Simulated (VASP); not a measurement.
# SiNi2 (P6_3/mmc) in VASP: notebook, part 2 of 2

VASP 6.6.1. Earlier steps stand in the parts before.

## Step 5: Relaxation of shape and atoms at fixed volume, PBEsol (volume scaled by 0.91)

INCAR reads:

```
SYSTEM = SiNi2
ALGO = Fast ; EDIFF = 1E-6
EDIFFG = -0.01 ; ENCUT = 600
GGA = PS ; IBRION = 2
ISIF = 4 ; ISMEAR = 0
LASPH = .TRUE. ; LCHARG = .FALSE.
LREAL = .FALSE. ; LWAVE = .FALSE.
NELM = 80 ; NSW = 50
PREC = Accurate ; SIGMA = 0.1
```

KPOINTS reads:

```
k-points
0
G
  12 12 8
  0 0 0
```

POSCAR reads:

```
SiNi2
1.0
    3.7574302420      0.0000000000      0.0000000000
   -1.8787151210      3.2540300425      0.0000000000
    0.0000000000      0.0000000000      4.7428072098
Si Ni
2 4
Direct
    0.3333333333      0.6666666667      0.7500000000
    0.6666666667      0.3333333333      0.2500000000
    0.0000000000      0.0000000000      0.0000000000
    0.0000000000      0.0000000000      0.5000000000
    0.3333333333      0.6666666667      0.2500000000
    0.6666666667      0.3333333333      0.7500000000
```

Potentials or basis: VASP PAW PBE potentials, release 64 (Si, Ni).

Launch:

```bash
$ cat potpaw_PBE.64/Si/POTCAR potpaw_PBE.64/Ni/POTCAR > POTCAR
$ mpirun -np 1 vasp_std > vasp.out
```

OUTCAR:

```text
SYSTEM = SiNi2
   EDIFF = 1E-6
   EDIFFG = -0.01
   ENCUT = 600
   GGA = PS
   IBRION = 2
   ISIF = 4
   ISMEAR = 0
   LASPH = .TRUE.
   LREAL = .FALSE.
   NELM = 80
   NSW = 50
   PREC = Accurate

 ion  position               nearest neighbor table
   1  0.333  0.667  0.750-   6 2.17   6 2.17   6 2.17   5 2.37   5 2.37   3 2.47   4 2.47   4 2.47
                             3 2.47   4 2.47   3 2.47
   2  0.667  0.333  0.250-   5 2.17   5 2.17   5 2.17   6 2.37   6 2.37   3 2.47   4 2.47   3 2.47
                             4 2.47   3 2.47   4 2.47
   3  0.000  0.000  0.000-   4 2.37   4 2.37   1 2.47   5 2.47   6 2.47   2 2.47   1 2.47   5 2.47
                             2 2.47   6 2.47   2 2.47   6 2.47   1 2.47   5 2.47
   4  0.000  0.000  0.500-   3 2.37   3 2.37   1 2.47   5 2.47   6 2.47   2 2.47   1 2.47   5 2.47
                             2 2.47   6 2.47   2 2.47   6 2.47   1 2.47   5 2.47
   5  0.333  0.667  0.250-   2 2.17   2 2.17   2 2.17   1 2.37   1 2.37   3 2.47   4 2.47   4 2.47
                             3 2.47   4 2.47   3 2.47
[... 284 lines left out ...]
  ext. energy  EPLUGINS =         0.00000000
  ---------------------------------------------------
  free energy    TOTEN  =       -39.11939349 eV

  energy without entropy =      -39.10377171  energy(sigma->0) =      -39.11158260

 E-fermi :  12.9523     XC(G=0): -13.7365

 val. band max:       12.9306906766   @ k =   0.1667   0.0833   0.0000
 cond. band min:      12.9689175898   @ k =   0.3333   0.3333   0.2500
 fundamental gap:      0.0382269131
 Fermi energy:        12.9523173703

 k-point     1 :       0.0000    0.0000    0.0000
  band No.  band energies     occupation
      1      -0.6866      2.00000
      2       4.2786      2.00000
      3       5.7661      2.00000
      4       7.1029      2.00000
      5       7.1029      2.00000
      6       8.3885      2.00000
[... 733 lines left out ...]
     27      15.9858      0.00000
     28      16.4508      0.00000

 [... further k-points ...]
[... 5 lines left out ...]
  --------------------------------------------------------------------------------------
  -------------------------------------------------------------------------------------
  Total        9.6539879      9.6539879      9.6552503      0.0000000      0.0000000      0.0000000
  in kB      266.7284730    266.7284730    266.7633496      0.0000000      0.0000000      0.0000000
  external PRESSURE =     266.7400986 kB  Pullay stress =       0.0000000 kB
[... 21 lines left out ...]
  FREE ENERGIE OF THE ION-ELECTRON SYSTEM (eV)
  ---------------------------------------------------
  free  energy   TOTEN  =       -39.1193934877 eV

  energy  without entropy=      -39.1037717149  energy(sigma->0) =      -39.11158260

 reached required accuracy - stopping structural energy minimisation
```

CONTCAR:

```text
SiNi2
   1.00000000000000
     3.7619593734022989    0.0000000000000000   -0.0000000000000000
    -1.8809796867011495    3.2579523853488408    0.0000000000000000
     0.0000000000000000    0.0000000000000000    4.7313940794307436
  Si              Ni
     2     4
Direct
     0.3333333332999970    0.6666666667000030    0.7500000000000000
     0.6666666667000030    0.3333333332999970    0.2500000000000000
     0.0000000000000000    0.0000000000000000    0.0000000000000000
     0.0000000000000000    0.0000000000000000    0.5000000000000000
     0.3333333332999970    0.6666666667000030    0.2500000000000000
     0.6666666667000030    0.3333333332999970    0.7500000000000000

  0.00000000E+00  0.00000000E+00  0.00000000E+00
  0.00000000E+00  0.00000000E+00  0.00000000E+00
  0.00000000E+00  0.00000000E+00  0.00000000E+00
  0.00000000E+00  0.00000000E+00  0.00000000E+00
  0.00000000E+00  0.00000000E+00  0.00000000E+00
  0.00000000E+00  0.00000000E+00  0.00000000E+00
```

Run time: 9 min. Hardware: 1 thread of AMD EPYC 7R13, shared host; peak memory 0.27 GiB.

What came out:

```
Free energy               : -39.1194 eV
Energy gained by relaxing : 0.1 meV/atom
Ionic steps               : 3
Pressure after relaxing   : 26.7 GPa
Band gap on the k mesh    : zero (band 24 reaches 16.08 eV, above the bottom of band 25 at 12.29 eV)
```

The path:
| step | energy change (eV) | largest force (eV/Å) | pressure (GPa) | volume (Å³) |
| --- | --- | --- | --- | --- |
| 1 | 0.0000 | 0.0000 | 26.42 | 57.99 |
| 2 | -0.0006 | 0.0000 | 26.58 | 57.99 |
| 3 | -0.0007 | 0.0000 | 26.67 | 57.99 |

Final structure:
```cif
data_structure
_symmetry_space_group_name_H-M 'P 1'
_symmetry_Int_Tables_number 1
_cell_length_a 3.7620
_cell_length_b 3.7620
_cell_length_c 4.7314
_cell_angle_alpha 90.000
_cell_angle_beta 90.000
_cell_angle_gamma 120.000
_cell_volume 57.99
loop_
_atom_site_label
_atom_site_type_symbol
_atom_site_fract_x
_atom_site_fract_y
_atom_site_fract_z
_atom_site_occupancy
Si1 Si 0.33333 0.66667 0.75000 1
Si2 Si 0.66667 0.33333 0.25000 1
Ni1 Ni 0.00000 0.00000 0.00000 1
Ni2 Ni 0.00000 0.00000 0.50000 1
Ni3 Ni 0.33333 0.66667 0.25000 1
Ni4 Ni 0.66667 0.33333 0.75000 1
```

Caveat: the cell differs from its parent crystal (volume scaled by 0.91); the PAW data sets were made with another functional, which shifts forces and pressure a little. Spin polarisation is off, so any magnetic state and its effect on volume and gap are missing.

## Step 6: Single point, PBEsol (equal strain along all axes, cell held: -6.0 %)

INCAR reads:

```
PREC = Accurate
ENCUT = 520
EDIFF = 1E-6
ISMEAR = 0
SIGMA = 0.1
LREAL = False
LASPH = True
NELM = 60
ALGO = Fast
ISIF = 2
LWAVE = False
LCHARG = False
GGA = PS
NBANDS = 33
```

KPOINTS reads:

```
regular mesh
0
Gamma
  12 12 8
```

POSCAR, as its differences from that of step 5:

```diff
@@ -2,5 +2,5 @@
 1.0
-    3.7574302420      0.0000000000      0.0000000000
-   -1.8787151210      3.2540300425      0.0000000000
-    0.0000000000      0.0000000000      4.7428072098
+    3.6363557688      0.0000000000      0.0000000000
+   -1.8181778844      3.1491764730      0.0000000000
+    0.0000000000      0.0000000000      4.6219661415
 Si Ni
```

Potentials or basis: VASP PAW PBE potentials, release 64 (Si, Ni).

Launch:

```bash
$ cat potpaw_PBE.64/Si/POTCAR potpaw_PBE.64/Ni/POTCAR > POTCAR
$ mpirun -np 1 vasp_std > vasp.out
```

OUTCAR:

```text
PREC = Accurate
   ENCUT = 520
   EDIFF = 1E-6
   ISMEAR = 0
   LREAL = False
   LASPH = True
   NELM = 60
   ISIF = 2
   GGA = PS

 ion  position               nearest neighbor table
   1  0.333  0.667  0.750-   6 2.10   6 2.10   6 2.10   5 2.31   5 2.31   3 2.40   4 2.40   4 2.40
                             3 2.40   4 2.40   3 2.40   2 3.12   2 3.12   2 3.12   2 3.12   2 3.12
   2  0.667  0.333  0.250-   5 2.10   5 2.10   5 2.10   6 2.31   6 2.31   3 2.40   4 2.40   3 2.40
                             4 2.40   3 2.40   4 2.40   1 3.12   1 3.12   1 3.12   1 3.12   1 3.12
   3  0.000  0.000  0.000-   4 2.31   4 2.31   1 2.40   5 2.40   6 2.40   2 2.40   2 2.40   6 2.40
                             1 2.40   5 2.40   2 2.40   6 2.40   1 2.40   5 2.40
   4  0.000  0.000  0.500-   3 2.31   3 2.31   1 2.40   5 2.40   6 2.40   2 2.40   2 2.40   6 2.40
                             1 2.40   5 2.40   2 2.40   6 2.40   1 2.40   5 2.40
   5  0.333  0.667  0.250-   2 2.10   2 2.10   2 2.10   1 2.31   1 2.31   3 2.40   4 2.40   4 2.40
                             3 2.40   4 2.40   3 2.40
   6  0.667  0.333  0.750-   1 2.10   1 2.10   1 2.10   2 2.31   2 2.31   3 2.40   4 2.40   3 2.40
                             4 2.40   3 2.40   4 2.40

  LATTYP: Found a hexagonal cell.
 ALAT       =     3.6363557688
 C/A-ratio  =     1.2710434389

  Lattice vectors:

 A1 = (   3.6363557688,   0.0000000000,   0.0000000000)
 A2 = (  -1.8181778844,   3.1491764730,   0.0000000000)
 A3 = (   0.0000000000,   0.0000000000,   4.6219661415)

Analysis of symmetry for initial positions (statically):
=====================================================================
 Subroutine PRICEL returns:
 Original cell was already a primitive cell.

 Routine SETGRP: Setting up the symmetry group for a
 hexagonal supercell.

 Subroutine GETGRP returns: Found 24 space group operations
 (whereof 12 operations were pure point group operations)
 out of a pool of 24 trial point group operations.

The static configuration has the point symmetry D_3d.
 The point group associated with its full space group is D_6h.
[... 140 lines left out ...]
   IMIX   =      4    mixing-type and parameters
     AMIX     =   0.40;   BMIX     =  1.00
     AMIX_MAG =   1.60;   BMIX_MAG =  1.00
  volume/ion in A,a.u.               =       8.82        59.53
  Fermi-wavevector in a.u.,A,eV,Ry     =   1.584620  2.994498 34.164519  2.511021
  Thomas-Fermi vector in A             =   2.684210
   LORBIT       =      0    0 simple, 1 ext, 2 COOP (PROOUT), +10 PAW based schemes
   GGA     = PS    functional components
   LHFCALC =     F    Hartree Fock is set to
   AEXX    =    0.0000 exact exchange contribution
   IVDW    =     0    specifies the selected vdW correction
   LEPSILON=     F    determine dielectric tensor
   LRPA    =     F    only Hartree local field effects (RPA)
 non-spin polarized calculation
 RMM-DIIS sequential band-by-band and
 Gauss-broadening in eV      SIGMA  =   0.10
  energy-cutoff  :      520.00
  volume of cell :       52.93
 maximum number of plane-waves:      1451
 NGX is ok and might be reduce to    28
   NGX = 13   NGY = 13   NGZ = 17

 number of electron      48.0000033 magnetization

 Free energy of the ion-electron system (eV)
  ---------------------------------------------------
  ext. energy  EPLUGINS =         0.00000000
  ---------------------------------------------------
  free energy    TOTEN  =       -37.70429038 eV

  energy without entropy =      -37.69000268  energy(sigma->0) =      -37.69714653

 E-fermi :  14.5828     XC(G=0): -14.2532

 val. band max:       14.5791378116   @ k =   0.2500   0.2500   0.5000
 cond. band min:      14.6050728555   @ k =   0.2500   0.0000   0.1250
 fundamental gap:      0.0259350439
 Fermi energy:        14.5827987121

 k-point     1 :       0.0000    0.0000    0.0000
  band No.  band energies     occupation
      1       0.0947      2.00000
      2       5.3663      2.00000
      3       6.6986      2.00000
      4       8.0372      2.00000
      5       8.0372      2.00000
      6       9.3911      2.00000
[... 853 lines left out ...]
     32      23.0391      0.00000
     33      23.9045      0.00000

 [... further k-points ...]
[... 5 lines left out ...]
  --------------------------------------------------------------------------------------
  -------------------------------------------------------------------------------------
  Total       22.6019093     22.6019093     19.4128840     -0.0000000      0.0000000      0.0000000
  in kB      684.1724549    684.1724549    587.6388722     -0.0000000      0.0000000      0.0000000
  external PRESSURE =     651.9945940 kB  Pullay stress =       0.0000000 kB

 VOLUME and BASIS-vectors are now :
 -----------------------------------------------------------------------------
  energy-cutoff  :      520.00
  volume of cell :       52.93
      direct lattice vectors                 reciprocal lattice vectors
     3.636355769  0.000000000  0.000000000     0.275000595  0.158771668  0.000000000
    -1.818177884  3.149176473  0.000000000     0.000000000  0.317543335  0.000000000
     0.000000000  0.000000000  4.621966141     0.000000000  0.000000000  0.216358141

 POSITION                                       TOTAL-FORCE (eV/Angst)
 -----------------------------------------------------------------------------------
     -0.00000      2.09945      3.46647         0.000000      0.000000      0.000000
      1.81818      1.04973      1.15549         0.000000     -0.000000      0.000000
      0.00000      0.00000      0.00000        -0.000000      0.000000      0.000000
      0.00000      0.00000      2.31098        -0.000000      0.000000      0.000000
     -0.00000      2.09945      1.15549        -0.000000      0.000000      0.000000
      1.81818      1.04973      3.46647         0.000000      0.000000      0.000000
 -----------------------------------------------------------------------------------
    total drift:                                0.000000     -0.000000      0.000000

  FREE ENERGIE OF THE ION-ELECTRON SYSTEM (eV)
  ---------------------------------------------------
  free  energy   TOTEN  =       -37.7042903768 eV

  energy  without entropy=      -37.6900026778  energy(sigma->0) =      -37.69714653
```

Run time: 2.8 min. Hardware: 1 thread of Intel Xeon Platinum 8488C (Sapphire Rapids), shared host; peak memory 0.26 GiB.

Results:

- Free energy: -37.7043 eV
- Pressure: 65.2 GPa
- Band gap on the k mesh: zero (band 24 reaches 17.95 eV, above the bottom of band 25 at 13.84 eV)

Stress tensor (GPa, compression positive):
```
68.42  0.00  0.00
 0.00 68.42  0.00
 0.00  0.00 58.76
```

Levels at points of the mesh, in eV from the Fermi level:
| k point | band 22 | band 23 | band 24 | band 25 | band 26 | band 27 |
| --- | --- | --- | --- | --- | --- | --- |
| (0.00, 0.00, 0.00) | -0.83 | 0.19 | 2.97 | 2.97 | 3.50 | 3.50 |
| (0.50, 0.00, 0.00) | -1.58 | -1.35 | -0.90 | -0.72 | 1.96 | 2.27 |
| (0.00, 0.00, 0.50) | -1.65 | 3.17 | 3.17 | 3.83 | 3.83 | 3.83 |
| (0.50, 0.00, 0.50) | -1.67 | -1.18 | -1.18 | 1.19 | 1.19 | 3.79 |

Caveat: the cell differs from its parent crystal (equal strain along all axes, cell held: -6.0 %); the PAW data sets were made with another functional, which shifts forces and pressure a little. Spin polarisation is off, so any magnetic state and its effect on volume and gap are missing.

## Step 7: Overview

```tsv
task	cell	cutoff (eV)	gap on the mesh (eV)	pressure (GPa)
single point	a = 3.868, b = 3.868, c = 4.917 Å, angles 90.0, 90.0, 120.0°, 6 atoms	520	none	0.3
single point	a = 3.973, b = 3.973, c = 5.127 Å, angles 90.0, 90.0, 120.0°, 6 atoms	520	none	-16.8
relaxation of shape and atoms at fixed volume	relaxed from a = 3.719, b = 3.719, c = 4.681 Å, angles 90.0, 90.0, 120.0°, 6 atoms	600	none	38.9
relaxation of shape and atoms at fixed volume	relaxed from a = 3.757, b = 3.757, c = 4.743 Å, angles 90.0, 90.0, 120.0°, 6 atoms	600	none	26.7
single point	a = 3.636, b = 3.636, c = 4.622 Å, angles 90.0, 90.0, 120.0°, 6 atoms	520	none	65.2
```

Alike in all rows: level PBEsol; potentials or basis VASP PAW PBE potentials, release 64 (Si, Ni); no spin polarisation; k mesh 12 × 12 × 8; smearing gaussian 0.1 eV.

Caveats: the PAW data sets were made with another functional, which shifts forces and pressure a little.

Absolute energies hang on the potentials; compare differences alone.
